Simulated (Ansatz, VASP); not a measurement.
One calculation of BN, two programs

```
B N
1.0
     2.49504    0.00219   -0.23511
    -1.23832    2.16606    0.23509
    -0.93688   -0.90529    3.35131
B N
1 1
Direct
  0.99104 0.99142 0.99385
  0.65711 0.32446 0.99296
```

Alike in both runs: task electric field gradients; functional PBE; dispersion D3(BJ); k mesh 12 × 12 × 12; no spin polarisation.

|  | VASP | Ansatz |
| --- | --- | --- |
| version | VASP 6.6.1 | Ansatz 0.2.0 |
| potentials or method | VASP PAW PBE potentials, release 64 (B, N), cutoff 520 eV | scalar-relativistic, plane waves, PAW |
| occupations | gaussian, width 0.01 eV | fixed |
| valence electrons in the cell | 8 | 8 |

VASP gave:

| Item | Value |
| --- | --- |
| gap on the k mesh at the Fermi level (eV) | 4.22 |
| least direct gap on the mesh (eV) | 4.69 |
| pressure (GPa) | 0.1 |
| traceless stress, the component that is largest in VASP (GPa) | -0.20 |
| size of Vzz on the site where it differs most (V/Å²) | 34.8 |

**Question.** Which values does Ansatz return?

**Answer.** gap on the k mesh at the Fermi level (eV): 4.23; least direct gap on the mesh (eV): 4.69; pressure (GPa): 0.0; traceless stress, the component that is largest in VASP (GPa): 0.00; size of Vzz on the site where it differs most (V/Å²): 27.9.
